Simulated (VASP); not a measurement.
# Os (Im-3m) in VASP: a series of runs

The runs below take Os through single point, relaxation of cell and atoms, with BLYP.

Everything below comes from runs of VASP 6.6.1. Logs are shortened: lines on timing, memory, paths and dates and some standing lists are left out, and cuts for length are marked.

**1. The cell of the first run**

The structure is cubic, space group Im-3m (No. 229). The conventional cell has a = 3.140 Å, b = 3.140 Å, c = 3.140 Å, α = 90.00°, β = 90.00°, γ = 90.00°. Os (site symmetry m-3m) has 14 Os at 2.72 to 3.14 Å within 3.6 Å.

**2. Single point, BLYP**

File INCAR:

```
AGGAC = 1.0
AGGAX = 1.0
ALDAC = 0.0
ALDAX = 1.0
ALGO = Normal
EDIFF = 1E-7
ENCUT = 520
GGA = B5
ISIF = 2
ISMEAR = -1
LASPH = T
LCHARG = F
LREAL = F
LWAVE = F
NBANDS = 10
NELM = 80
PREC = Accurate
SIGMA = 0.1
```

File KPOINTS:

```
k-points
0
Gamma
  16 16 16
```

File POSCAR:

```
Os
1.0
   -1.5700430959      1.5700430959      1.5700430959
    1.5700430959     -1.5700430959      1.5700430959
    1.5700430959      1.5700430959     -1.5700430959
Os
1
Direct
    0.0000000000      0.0000000000      0.0000000000
```

Potentials or basis: VASP PAW PBE potentials, release 64 (Os).

Run with:

```sh
$ cat potpaw_PBE.64/Os/POTCAR > POTCAR
$ mpirun -np 1 vasp_std > vasp.out
```

OUTCAR:

```text
EDIFF = 1E-7
   ENCUT = 520
   GGA = B5
   ISIF = 2
   ISMEAR = -1
   LASPH = T
   LREAL = F
   NELM = 80
   PREC = Accurate

 ion  position               nearest neighbor table
   1  0.000  0.000  0.000-

  LATTYP: Found a body centered cubic cell.
 ALAT       =     3.1400861918

  Lattice vectors:

 A1 = (  -1.5700430959,   1.5700430959,   1.5700430959)
 A2 = (   1.5700430959,  -1.5700430959,   1.5700430959)
 A3 = (   1.5700430959,   1.5700430959,  -1.5700430959)

Analysis of symmetry for initial positions (statically):
=====================================================================
 Subroutine PRICEL returns:
 Original cell was already a primitive cell.

 Routine SETGRP: Setting up the symmetry group for a
 body centered cubic supercell.

 Subroutine GETGRP returns: Found 48 space group operations
 (whereof 48 operations were pure point group operations)
 out of a pool of 48 trial point group operations.

The static configuration has the point symmetry O_h .

Analysis of symmetry for dynamics (positions and initial velocities):
=====================================================================
 Subroutine PRICEL returns:
 Original cell was already a primitive cell.

 Routine SETGRP: Setting up the symmetry group for a
 body centered cubic supercell.

 Subroutine GETGRP returns: Found 48 space group operations
 (whereof 48 operations were pure point group operations)
 out of a pool of 48 trial point group operations.

The dynamic configuration has the point symmetry O_h .

 Subroutine INISYM returns: Found 48 space group operations
 (whereof 48 operations are pure point group operations),
 and found     1 'primitive' translations

----------------------------------------------------------------------------------------

                                     Primitive cell

  volume of cell :      15.4808

  direct lattice vectors                    reciprocal lattice vectors
    -1.570043096  1.570043096  1.570043096     0.000000000  0.318462596  0.318462596
     1.570043096 -1.570043096  1.570043096     0.318462596  0.000000000  0.318462596
     1.570043096  1.570043096 -1.570043096     0.318462596  0.318462596  0.000000000

  length of vectors
     2.719394412  2.719394412  2.719394412     0.450374122  0.450374122  0.450374122

  position of ions in fractional coordinates (direct lattice)
     0.000000000  0.000000000  0.000000000

  ion indices of the primitive-cell ions
   primitive index   ion index
                 1           1

----------------------------------------------------------------------------------------

 KPOINTS: k-points

Automatic generation of k-mesh.
 Grid dimensions read from file:
 generate k-points for:   16   16   16

 Generating k-lattice:

  Cartesian coordinates                     Fractional coordinates (reciprocal lattice)
     0.000000000  0.019903912  0.019903912     0.062500000  0.000000000  0.000000000
     0.019903912  0.000000000  0.019903912     0.000000000  0.062500000  0.000000000
     0.019903912  0.019903912  0.000000000     0.000000000  0.000000000  0.062500000

  Length of vectors
     0.028148383  0.028148383  0.028148383

  Shift w.r.t. Gamma in fractional coordinates (k-lattice)
     0.000000000  0.000000000  0.000000000

 Subroutine IBZKPT returns following result:
 ===========================================

 Found    145 irreducible k-points:

 Following reciprocal coordinates:
            Coordinates               Weight
  0.000000  0.000000  0.000000      1.000000
  0.062500  0.000000  0.000000     12.000000
  0.125000  0.000000  0.000000     12.000000
  0.187500  0.000000  0.000000     12.000000
  0.250000  0.000000  0.000000     12.000000
  0.312500  0.000000  0.000000     12.000000
[... 16 lines left out ...]
  0.187500  0.187500  0.000000     24.000000
  0.250000  0.187500  0.000000     48.000000
 [... further k-points ...]
   k-points           NKPTS =    145   k-points in BZ     NKDIM =    145   number of bands    NBANDS=     10
   number of dos      NEDOS =    301   number of ions     NIONS =      1
   total plane-waves  NPLWV =   8000
   dimension x,y,z NGX =    20 NGY =   20 NGZ =   20
   dimension x,y,z NGXF=    40 NGYF=   40 NGZF=   40
   ions per type =               1
   NGX,Y,Z   is equivalent  to a cutoff of  12.23, 12.23, 12.23 a.u.
   NGXF,Y,Z  is equivalent  to a cutoff of  24.45, 24.45, 24.45 a.u.
 SYSTEM =  unknown system
   PREC   = accura    normal or accurate (medium, high low for compatibility)
   ISTART =      0    job   : 0-new  1-cont  2-samecut
   ICHARG =      2    charge: 1-file 2-atom 10-const
   ISPIN  =      1    spin polarized calculation?
   LNONCOLLINEAR =      F non collinear calculations
   LSORBIT =      F    spin-orbit coupling
   LASPH  =      T    aspherical Exc in radial PAW
   ENCUT  =  520.0 eV  38.22 Ry    6.18 a.u.   5.06  5.06  5.06*2*pi/ulx,y,z
   NELM   =     80;   NELMIN=  2; NELMDL= -5     # of ELM steps
   EDIFF  = 0.1E-06   stopping-criterion for ELM
   LREAL  =      F    real-space projection
   EDIFFG = 0.1E-05   stopping-criterion for IOM
   NSW    =      0    number of steps for IOM
   IBRION =     -1    ionic relax: 0-MD 1-quasi-New 2-CG
   NFREE  =      0    steps in history (QN), initial steepest desc. (CG)
   ISIF   =      2    stress and relaxation
   ISYM   =      2    0-nonsym 1-usesym 2-fastsym
   POTIM  = 0.5000    time-step for ionic-motion
   TEBEG  =    0.0;   TEEND  =   0.0 temperature during run
   PSTRESS=    0.0 pullay stress
   NELECT =       8.0000    total number of electrons
   NUPDOWN=      -1.0000    fix difference up-down
   EMIN   =  10.00;   EMAX   =-10.00  energy-range for DOS
   EFERMI =   0.00;   METHOD = LEGACY
   ISMEAR =    -1;   SIGMA  =   0.10  broadening in eV -4-tet -1-fermi 0-gaus
   EFERMI_NEDOS =   21; number of points for ismear=-14 and -15
   IALGO  =     38    algorithm
   IMIX   =      4    mixing-type and parameters
     AMIX     =   0.40;   BMIX     =  1.00
     AMIX_MAG =   1.60;   BMIX_MAG =  1.00
  volume/ion in A,a.u.               =      15.48       104.47
  Fermi-wavevector in a.u.,A,eV,Ry     =   1.313731  2.482592 23.482163  1.725890
  Thomas-Fermi vector in A             =   2.444034
   LORBIT       =      0    0 simple, 1 ext, 2 COOP (PROOUT), +10 PAW based schemes
   GGA     = B5    functional components
   LHFCALC =     F    Hartree Fock is set to
   AEXX    =    0.0000 exact exchange contribution
   IVDW    =     0    specifies the selected vdW correction
   LEPSILON=     F    determine dielectric tensor
   LRPA    =     F    only Hartree local field effects (RPA)
 non-spin polarized calculation
  energy-cutoff  :      520.00
  volume of cell :       15.48
 maximum number of plane-waves:       430
   NGX = 11   NGY = 11   NGZ = 11

 number of electron       8.0000000 magnetization

 Free energy of the ion-electron system (eV)
  ---------------------------------------------------
  ext. energy  EPLUGINS =         0.00000000
  ---------------------------------------------------
  free energy    TOTEN  =        -8.86025049 eV

  energy without entropy =       -8.80435907  energy(sigma->0) =       -8.83230478

 E-fermi :   8.8545     XC(G=0): -12.7677

 val. band max:        8.8438157894   @ k =  -0.3125   0.3125   0.2500
 cond. band min:       8.8696134808   @ k =   0.1250   0.1250   0.0625
 fundamental gap:      0.0257976915
 Fermi energy:         8.8544677795

 k-point     1 :       0.0000    0.0000    0.0000
  band No.  band energies     occupation
      1      -1.2616      2.00000
      2       5.7722      2.00000
      3       5.7722      2.00000
      4       5.7722      2.00000
      5       8.7998      1.26662
      6       8.7998      1.26661
      7      25.2647      0.00000
      8      25.2647      0.00000
      9      25.2647      0.00000
     10      36.3450      0.00000

 k-point     2 :       0.0625    0.0000    0.0000
  band No.  band energies     occupation
      1      -1.0871      2.00000
      2       5.6881      2.00000
      3       5.7660      2.00000
      4       5.9311      2.00000
      5       8.6816      1.69838
      6       8.8054      1.24048
      7      25.3778      0.00000
      8      25.5432      0.00000
      9      25.5458      0.00000
     10      34.3706      0.00000

 k-point     3 :       0.1250    0.0000    0.0000
  band No.  band energies     occupation
      1      -0.5853      2.00000
      2       5.4563      2.00000
      3       5.7258      2.00000
      4       6.3995      2.00000
      5       8.4279      1.97231
      6       8.8268      1.13768
      7      25.5859      0.00000
      8      26.1178      0.00000
      9      26.3639      0.00000
     10      32.3894      0.00000

 k-point     4 :       0.1875    0.0000    0.0000
  band No.  band energies     occupation
      1       0.1675      2.00000
      2       5.1290      2.00000
      3       5.6335      2.00000
      4       7.1526      2.00000
      5       8.2498      1.99528
      6       8.8744      0.90059
      7      25.4456      0.00000
      8      26.0336      0.00000
      9      27.6505      0.00000
     10      31.4400      0.00000

 k-point     5 :       0.2500    0.0000    0.0000
  band No.  band energies     occupation
      1       0.9981      2.00000
      2       4.7687      2.00000
      3       5.6205      2.00000
      4       8.1430      1.99838
      5       8.2704      1.99420
      6       8.9563      0.53063
      7      24.4295      0.00000
      8      24.6111      0.00000
      9      29.3094      0.00000
     10      31.9090      0.00000

 k-point     6 :       0.3125    0.0000    0.0000
  band No.  band energies     occupation
      1       1.6115      2.00000
      2       4.4321      2.00000
      3       6.0172      2.00000
      4       8.4483      1.96614
      5       9.0687      0.21015
      6       9.2878      0.02592
      7      22.0853      0.00000
      8      23.4624      0.00000
      9      29.5236      0.00000
     10      31.2165      0.00000
[... 183 lines left out ...]
 k-point    21 :       0.3750    0.1250    0.0000
  band No.  band energies     occupation
      1       2.3046      2.00000
      2       4.1212      2.00000
      3       6.9484      2.00000
      4       8.5696      1.89054
      5       9.6498      0.00070
      6      12.5905      0.00000
      7      17.4936      0.00000
      8      22.1495      0.00000
      9      24.7660      0.00000
     10      32.4765      0.00000

 k-point    22 :       0.4375    0.1250   -0.0000
  band No.  band energies     occupation
      1       2.2796      2.00000
      2       4.0709      2.00000
      3       7.3280      2.00000
      4       8.5402      1.91724
      5       9.8650      0.00008
      6      13.1303      0.00000
      7      16.6116      0.00000
      8      21.8850      0.00000
      9      24.3757      0.00000
     10      32.6594      0.00000

 k-point    23 :       0.1875    0.1875    0.0000
  band No.  band energies     occupation
      1       2.1911      2.00000
      2       4.7013      2.00000
      3       4.9411      2.00000
      4       8.0533      1.99934
      5       9.2785      0.02839
      6      10.1614      0.00000
      7      22.1624      0.00000
      8      24.4636      0.00000
      9      26.7061      0.00000
     10      28.9435      0.00000

 k-point    24 :       0.2500    0.1875    0.0000
  band No.  band energies     occupation
      1       2.6752      2.00000
      2       4.4570      2.00000
      3       5.2697      2.00000
      4       8.2438      1.99555
      5       9.3575      0.01299
      6      11.5962      0.00000
      7      20.0911      0.00000
      8      23.2580      0.00000
      9      25.6355      0.00000
     10      29.9258      0.00000

 [... further k-points ...]

------------------------ aborting loop because EDIFF is reached ----------------------------------------

  FORCE on cell =-STRESS in cart. coord.  units (eV):
  Direction    XX          YY          ZZ          XY          YZ          ZX
  --------------------------------------------------------------------------------------
  -------------------------------------------------------------------------------------
  Total        0.2410235      0.2410235      0.2410235     -0.0000000      0.0000000      0.0000000
  in kB       24.9445245     24.9445245     24.9445245     -0.0000000      0.0000000      0.0000000
  external PRESSURE =      24.9445245 kB  Pullay stress =       0.0000000 kB

 VOLUME and BASIS-vectors are now :
 -----------------------------------------------------------------------------
  energy-cutoff  :      520.00
  volume of cell :       15.48
      direct lattice vectors                 reciprocal lattice vectors
    -1.570043096  1.570043096  1.570043096     0.000000000  0.318462596  0.318462596
     1.570043096 -1.570043096  1.570043096     0.318462596  0.000000000  0.318462596
     1.570043096  1.570043096 -1.570043096     0.318462596  0.318462596  0.000000000

 POSITION                                       TOTAL-FORCE (eV/Angst)
 -----------------------------------------------------------------------------------
      0.00000      0.00000      0.00000        -0.000000     -0.000000     -0.000000
 -----------------------------------------------------------------------------------
    total drift:                                0.000000      0.000000      0.000000

  FREE ENERGIE OF THE ION-ELECTRON SYSTEM (eV)
  ---------------------------------------------------
  free  energy   TOTEN  =        -8.8602504859 eV

  energy  without entropy=       -8.8043590742  energy(sigma->0) =       -8.83230478
```

Wall time 9.8 s (1 thread of Intel Xeon 6975P-C (Granite Rapids), shared host); peak memory 0.14 GiB.

Results:

| Property | Result |
| --- | --- |
| Free energy | -8.8603 eV |
| Pressure | 2.5 GPa |
| Band gap on the k mesh | zero (band 4 reaches 11.00 eV, above the bottom of band 5 at 7.03 eV) |

Levels at points of the mesh, in eV from the Fermi level:
```
           k point  band 1  band 2  band 3  band 4  band 5  band 6  band 7  band 8
(0.00, 0.00, 0.00)  -10.12   -3.08   -3.08   -3.08   -0.05   -0.05   16.41   16.41
(0.50, 0.00, 0.00)   -7.03   -4.92   -0.23    0.13    0.47    2.88    8.17   12.66
(0.50, 0.50, 0.50)   -6.57   -6.57    2.14    2.14    2.14    7.76    7.76    7.76
```

Caveat: the PAW data sets were made with another functional, which shifts forces and pressure a little; spin-orbit coupling is left out, which moves the levels of the heavy elements.

**3. Single point, BLYP (volume scaled by 1.04)**

File INCAR:

```
SYSTEM = Os
PREC = Accurate
ENCUT = 520
EDIFF = 1E-6
ISMEAR = -1
SIGMA = 0.1
LREAL = .False.
LASPH = .True.
NELM = 80
ALGO = Normal
ISIF = 2
LWAVE = .False.
LCHARG = .False.
GGA = B5
ALDAX = 1.0
AGGAX = 1.0
AGGAC = 1.0
ALDAC = 0.0
NBANDS = 10
```

File KPOINTS:

```
regular mesh
0
Gamma
  16 16 16
  0 0 0
```

File POSCAR:

```
Os
1.0
   -1.5907039271      1.5907039271      1.5907039271
    1.5907039271     -1.5907039271      1.5907039271
    1.5907039271      1.5907039271     -1.5907039271
Os
1
Direct
    0.0000000000      0.0000000000      0.0000000000
```

Potentials or basis: VASP PAW PBE potentials, release 64 (Os).

Run with:

```sh
$ cat potpaw_PBE.64/Os/POTCAR > POTCAR
$ mpirun -np 1 vasp_std > vasp.out
```

OUTCAR:

```text
SYSTEM = Os
   PREC = Accurate
   ENCUT = 520
   EDIFF = 1E-6
   ISMEAR = -1
   LREAL = .False.
   LASPH = .True.
   NELM = 80
   ISIF = 2
   GGA = B5

 ion  position               nearest neighbor table
   1  0.000  0.000  0.000-

  LATTYP: Found a body centered cubic cell.
 ALAT       =     3.1814078542

  Lattice vectors:

 A1 = (  -1.5907039271,   1.5907039271,   1.5907039271)
 A2 = (   1.5907039271,  -1.5907039271,   1.5907039271)
 A3 = (   1.5907039271,   1.5907039271,  -1.5907039271)

Analysis of symmetry for initial positions (statically):
[... 480 lines left out ...]
      3       4.8978      2.00000
      4       7.7304      1.99319
      5       8.7630      0.01902
      6      10.8889      0.00000
      7      19.1424      0.00000
      8      22.3081      0.00000
      9      24.7074      0.00000
     10      29.0610      0.00000

 [... further k-points ...]
[... 5 lines left out ...]
  --------------------------------------------------------------------------------------
  -------------------------------------------------------------------------------------
  Total       -0.8765484     -0.8765484     -0.8765484      0.0000000      0.0000000      0.0000000
  in kB      -87.2285027    -87.2285027    -87.2285027      0.0000000      0.0000000      0.0000000
  external PRESSURE =     -87.2285027 kB  Pullay stress =       0.0000000 kB

 VOLUME and BASIS-vectors are now :
 -----------------------------------------------------------------------------
  energy-cutoff  :      520.00
  volume of cell :       16.10
      direct lattice vectors                 reciprocal lattice vectors
    -1.590703927  1.590703927  1.590703927     0.000000000  0.314326250  0.314326250
     1.590703927 -1.590703927  1.590703927     0.314326250  0.000000000  0.314326250
     1.590703927  1.590703927 -1.590703927     0.314326250  0.314326250  0.000000000

 POSITION                                       TOTAL-FORCE (eV/Angst)
 -----------------------------------------------------------------------------------
      0.00000      0.00000      0.00000         0.000000     -0.000000      0.000000
 -----------------------------------------------------------------------------------
    total drift:                                0.000000      0.000000      0.000000

  FREE ENERGIE OF THE ION-ELECTRON SYSTEM (eV)
  ---------------------------------------------------
  free  energy   TOTEN  =        -8.8476163804 eV

  energy  without entropy=       -8.7878843787  energy(sigma->0) =       -8.81775038
```

stdout:

```text
POSCAR found type information on POSCAR Os
 POSCAR found :  1 types and       1 ions
 scaLAPACK will be used
 -----------------------------------------------------------------------------
|                                                                             |
|                                                                             |
|     You enforced a specific xc type in the INCAR file but a different       |
|     I HOPE YOU KNOW WHAT YOU ARE DOING!                                     |
|                                                                             |
 -----------------------------------------------------------------------------

 LDA part: xc-table for (Slater(with rela. corr.)+VWN5), standard interpolation
 POSCAR, INCAR and KPOINTS ok, starting setup
 FFT: planning ... GRIDC
 FFT: planning ... GRID_SOFT
 FFT: planning ... GRID
 WAVECAR not read
 entering main loop
```

It took 9.2 s on 1 thread of Intel Xeon 6975P-C (Granite Rapids), shared host; peak memory 0.14 GiB.

Results:

```yaml
Free_energy: -8.8476 eV
Pressure: -8.7 GPa
Band_gap_on_the_k_mesh: zero (band 4 reaches 10.30 eV, above the bottom of band 5 at 6.61 eV)
```

Caveat: the PAW data sets were made with another functional, which shifts forces and pressure a little; spin-orbit coupling is left out, which moves the levels of the heavy elements.

**4. Single point, BLYP (volume scaled by 1.08)**

INCAR, as its differences from that of step 3:

```diff
@@ -8,3 +8,3 @@
 LASPH = .True.
-NELM = 80
+NELM = 60
 ALGO = Normal
```

File KPOINTS:

```
Automatic mesh
0
Gamma
  16 16 16
  0 0 0
```

File POSCAR:

```
Os
1.0
   -1.6108415576      1.6108415576      1.6108415576
    1.6108415576     -1.6108415576      1.6108415576
    1.6108415576      1.6108415576     -1.6108415576
Os
1
Direct
    0.0000000000      0.0000000000      0.0000000000
```

Run with:

```sh
$ cat potpaw_PBE.64/Os/POTCAR > POTCAR
$ mpirun -np 1 vasp_std > vasp.out
```

It took 10 s on 1 thread of Intel Xeon 6975P-C (Granite Rapids), shared host; peak memory 0.15 GiB.

The run converged. Its results:

| Property | Result |
| --- | --- |
| Free energy | -8.7965 eV |
| Pressure | -17.5 GPa |
| Band gap on the k mesh | zero (band 4 reaches 9.67 eV, above the bottom of band 5 at 6.21 eV) |

Levels at points of the mesh, in eV from the Fermi level:
```tsv
k point	band 1	band 2	band 3	band 4	band 5	band 6	band 7	band 8	band 9
(0.00, 0.00, 0.00)	-9.43	-2.75	-2.75	-2.75	-0.03	-0.03	16.31	16.31	16.31
(0.50, 0.00, 0.00)	-6.36	-4.39	-0.21	0.22	0.41	2.52	7.29	12.56	15.52
(0.50, 0.50, 0.50)	-5.83	-5.83	1.88	1.88	1.88	7.43	7.43	7.43	12.96
```

Caveat: the PAW data sets were made with another functional, which shifts forces and pressure a little; spin-orbit coupling is left out, which moves the levels of the heavy elements.

(Continued in part 2 of 2.)
